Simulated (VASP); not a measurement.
Al: electric field gradients with PBEsol

Al:

```xyz
1
Lattice="0.0000 2.0240 1.9835 2.0240 0.0000 1.9835 2.0240 2.0240 0.0000" Properties=species:S:1:pos:R:3 pbc="T T T"
Al    0.0000    0.0000    0.0000
```

This cell differs from its parent crystal: zz strain of -2 %.

```yaml
Program: VASP 6.6.1
Task: electric field gradients
Functional: PBEsol
Potentials_or_basis: VASP PAW PBE potentials, release 64 (Al)
Cutoff: 520 eV
k_mesh: 14 × 14 × 14
Occupations: fermi-dirac, width 0.05 eV
Spin: no spin polarisation
Dipole_correction: no
Further_INCAR_settings: ALGO = Normal; EDIFF = 1e-08; NBANDS = 8
```

```
Pressure : -0.5 GPa
```

Stress tensor (GPa, compression positive):
```
-0.89  0.00  0.00
 0.00 -0.89  0.00
 0.00  0.00  0.43
```

Levels at points of the mesh, in eV from the Fermi level:
```tsv
k point	band 1	band 2	band 3	band 4
(0.00, 0.00, 0.00)	-11.21	12.63	12.63	12.85
(0.50, 0.00, 0.00)	-4.63	-4.37	11.30	11.33
(0.50, 0.50, 0.00)	-2.73	-1.31	5.12	5.43
(0.50, 0.00, 0.50)	-3.03	-1.73	5.36	5.74
```

Electric field gradients, principal values (V/Å²):
```tsv
atom	least	middle	greatest (by size)
1 Al	0.458	0.458	-0.917
```

Run time: 11 s on 1 thread of Intel Xeon 6975P-C, with other jobs on the host, peak memory 0.15 GiB.

Caveat: the cell differs from its parent crystal (zz strain of -2 %); without QUAD_EFG the Cq values of the log hold for a quadrupole moment of 1 mb, not for the nuclei; the PAW data sets were made with another functional, which shifts forces and pressure a little.
